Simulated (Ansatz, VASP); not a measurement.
**Two plane-wave programs on Ti**

```
CELL_PARAMETERS angstrom
2.93846 0.00000 0.00000
-1.46923 2.54478 0.00000
0.13952 0.00000 4.65063
ATOMIC_POSITIONS crystal
Ti 0.33333 0.66667 0.25000
Ti 0.66667 0.33333 0.75000
```

Change from the starting cell: shear of c along a, cell held, atoms relaxed: +3.0 %.

Alike in both runs: functional PBE; k mesh 24 × 24 × 12; occupations gaussian, width 0.1 eV; no spin polarisation.

Ansatz relaxed the structure, and its values are those at the end. VASP's run is a single point on that final structure, the one shown.

|  | VASP | Ansatz |
| --- | --- | --- |
| version | VASP 6.6.1 | Ansatz 0.2.0 |
| potentials or method | VASP PAW PBE potentials, release 64 (Ti_sv), cutoff 520 eV | scalar-relativistic, plane waves, PAW |
| valence electrons in the cell | 24 | 24 |

```csv
,VASP,Ansatz,Ansatz less VASP
gap on the k mesh at the Fermi level (eV),none,none,-
pressure (GPa),-0.6,0.0,+0.63
```

A gap of «none» marks a metal or a gap that the smearing closes. Ansatz's warnings: stress scf threshold loose.
